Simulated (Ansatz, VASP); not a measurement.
**AlGa3N4: VASP beside Ansatz**

The input POSCAR:

```
AlGa3N4
1.0
    5.2160040049      0.0000000000      0.0000171885
    0.0000000000      3.2108655209      0.0000000000
   -0.0037497943      0.0000000000      5.4769945779
Al Ga N
1 3 4
Direct
    0.0005828853      0.5000000000      0.6672982354
    0.4991712869      0.5000000000      0.3350606988
    0.4992511917      0.0000000000      0.8314570704
    0.9998609984      0.0000000000      0.1661913851
    0.1194130440      0.5000000000      0.3406010344
    0.1173310426      0.0000000000      0.8259310373
    0.6202395499      0.0000000000      0.1661937141
    0.6317500112      0.5000000000      0.6672678245
```

File INCAR.step1:

```
ALGO = Normal
EDIFF = 1E-4
ENCUT = 520
GGA = PE
ISMEAR = 0
LASPH = True
LCHARG = False
LREAL = False
LWAVE = True
NBANDS = 41
NELM = 80
PREC = Accurate
SIGMA = 0.05
```

Contents of INCAR.step2:

```
ALGO = Normal
EDIFF = 1E-6
ENCUT = 520
ISIF = 2
ISMEAR = 0
ISTART = 1
LASPH = True
LCHARG = True
LELF = True
LMIXTAU = True
LREAL = False
LVHAR = True
LWAVE = False
METAGGA = R2SCAN
NBANDS = 41
NELM = 80
PREC = Accurate
SIGMA = 0.05
```

File KPOINTS:

```
k-points
0
Gamma
  6 8 4
```

Input for Ansatz:

```yaml
crystal:
  lattice:
    - [5.2160040049, 0.0, 1.71885e-05]
    - [0.0, 3.2108655209, 0.0]
    - [-0.0037497943, 0.0, 5.4769945779]
  atoms:
    - { symbol: Al, position: [0.0005828853, 0.5, 0.6672982354] }
    - { symbol: Ga, position: [0.4991712869, 0.5, 0.3350606988] }
    - { symbol: Ga, position: [0.4992511917, 0.0, 0.8314570704] }
    - { symbol: Ga, position: [0.9998609984, 0.0, 0.1661913851] }
    - { symbol: "N", position: [0.119413044, 0.5, 0.3406010344] }
    - { symbol: "N", position: [0.1173310426, 0.0, 0.8259310373] }
    - { symbol: "N", position: [0.6202395499, 0.0, 0.1661937141] }
    - { symbol: "N", position: [0.6317500112, 0.5, 0.6672678245] }
basis:
  ecutwfc: 500
kpoints:
  mp_grid: { grid: [6, 8, 4] }
hamiltonian:
  xc: r2scan
scf:
  occupations: { method: gaussian, width: 0.05 }
output:
  forces: true
  stress: true
  eigenvalues: true
```

Change from the starting cell: strain +0.015 along x and y, +0.000 along z, atoms carried along.

Alike in both runs: task single point; functional r2SCAN; k mesh 6 × 8 × 4; occupations gaussian, width 0.05 eV; no spin polarisation.

|  | VASP | Ansatz |
| --- | --- | --- |
| version | VASP 6.6.1 | Ansatz 0.2.0 |
| potentials or method | VASP PAW PBE potentials, release 64 (Al, Ga_d, N), cutoff 520 eV | scalar-relativistic, plane waves, PAW |
| valence electrons in the cell | 62 | 62 |

|  | VASP | Ansatz | Ansatz less VASP |
| --- | --- | --- | --- |
| gap on the k mesh at the Fermi level (eV) | 2.65 | 2.65 | 0.000 |
| least direct gap on the mesh (eV) | 2.65 | 2.65 | 0.000 |
| pressure (GPa) | -4.9 | -5.6 | -0.66 |
| traceless stress, the component that is largest in VASP (GPa) | 3.30 | 3.21 | -0.091 |
| rms of the force components (eV/Å) | 0.087 | 0.078 | -0.0085 |

VASP's potentials were made for PBE, not for r2SCAN. Atom by atom the forces differ by 0.029 eV/Å (rms over components). With one functional, cell and mesh, what is left measures potentials, basis and numerics.
